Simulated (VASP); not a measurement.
Write the native input for VASP 6.6.1 that does the following.

* Task: single point
* Functional: LDA
* Potentials or basis: VASP PAW LDA potentials, release 64 (Ga_d, N)
* Cutoff: 520 eV
* k mesh: 10 × 10 × 10
* Occupations: fermi-dirac, width 0.05 eV
* Spin: non-collinear spin, zero start, spin-orbit coupling
* Starting moments: [[0.0, 0.0, 0.0], [0.0, 0.0, 0.0]] μB
* Dipole correction: no
* Further INCAR settings: ALGO = Normal; EDIFF = 1e-06; NBANDS = 30

The structure of GaN lies in POSCAR:

```
GaN
1.0
    0.0000000000      2.2684248875      2.2684248875
    2.2684248875      0.0000000000      2.2684248875
    2.2684248875      2.2684248875      0.0000000000
Ga N
1 1
Direct
    0.0000000000      0.0000000000      0.0000000000
    0.2500000000      0.2500000000      0.2500000000
```

These files were run (other wordings do the same):

INCAR

```
SYSTEM = GaN
  PREC = Accurate
  ENCUT = 520
  EDIFF = 1E-6
  ISMEAR = -1
  SIGMA = 0.05
  LREAL = .FALSE.
  LASPH = .TRUE.
  NELM = 150
  ALGO = Normal
  ISIF = 2
  LWAVE = .FALSE.
  LCHARG = .TRUE.
  LNONCOLLINEAR = .TRUE.
  MAGMOM = 0 0 0 0 0 0
  LORBIT = 11
  LSORBIT = .TRUE.
  GGA_COMPAT = .FALSE.
  LORBMOM = .TRUE.
  GGA = CA
  LVHAR = .TRUE.
  NBANDS = 30
```

KPOINTS

```
Automatic mesh
0
G
  10 10 10
  0 0 0
```

Potentials or basis: VASP PAW LDA potentials, release 64 (Ga_d, N).

Run with:

```sh
$ cat potpaw_LDA.64/Ga_d/POTCAR potpaw_LDA.64/N/POTCAR > POTCAR
$ mpirun -np 1 vasp_ncl > vasp.out
```

Results of the run:

```
Pressure                                              : -8.9 GPa
Net moment                                            : 0.00 μB per cell
Valence electrons inside the program's atomic spheres : Ga 11.85; N 3.68
```

Wall time 40 s on 1 thread of Intel(R) Xeon(R) 6975P-C (Granite Rapids), with other jobs on the host, peak memory 0.22 GiB.
